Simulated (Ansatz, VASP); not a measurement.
Cd: VASP beside Ansatz

INCAR

```
PREC = Accurate
ENCUT = 520
EDIFF = 1E-6
ISMEAR = -1
SIGMA = 0.1
LREAL = F
LASPH = T
NELM = 60
ALGO = Normal
ISIF = 2
LWAVE = F
LCHARG = F
GGA = RE
NBANDS = 12
```

Contents of KPOINTS:

```
regular mesh
0
Gamma
  13 13 13
```

The input POSCAR:

```
Cd
1.0
    0.0000000000      2.3480433219      2.3480433219
    2.3480433219      0.0000000000      2.3480433219
    2.3480433219      2.3480433219      0.0000000000
Cd
1
Direct
    0.0000000000      0.0000000000      0.0000000000
```

Input for Ansatz:

```yaml
crystal:
  lattice:
    - [0.0, 2.3480433219, 2.3480433219]
    - [2.3480433219, 0.0, 2.3480433219]
    - [2.3480433219, 2.3480433219, 0.0]
  atoms:
    - { symbol: Cd, position: [0.0, 0.0, 0.0] }
hamiltonian:
  xc: revpbe
  pseudopotentials:
    kind: paw
    azcp:
      Cd: "pseudopotentials/Cd.paw.azcp"
basis:
  ecutwfc: 420
  fft_grid_basis: typed
kpoints:
  mp_grid: { grid: [13, 13, 13], shift: [0, 0, 0] }
magnetization:
  spin_polarized: false
scf:
  occupations: { method: fermi_dirac, width: 0.1 }
  lower_state_search: "off"
output:
  stress: true
```

Alike in both runs: task single point; functional revPBE; k mesh 13 × 13 × 13; occupations fermi-dirac, width 0.1 eV; no spin polarisation.

|  | VASP | Ansatz |
| --- | --- | --- |
| version | VASP 6.6.1 | Ansatz 0.2.0 |
| potentials or method | VASP PAW PBE potentials, release 64 (Cd), cutoff 520 eV | plane waves (420 eV) with PAW, scalar-relativistic |
| valence electrons in the cell | 12 | 20 |

|  | VASP | Ansatz | Ansatz less VASP |
| --- | --- | --- | --- |
| pressure (GPa) | -2.0 | -2.1 | -0.12 |

VASP's potentials were made for PBE, not for revPBE. With one functional, cell and mesh, what is left measures potentials, basis and numerics. VASP's potentials hold 12 valence electrons a cell and Ansatz's 20, so a difference there can come from the potentials and not from the codes.
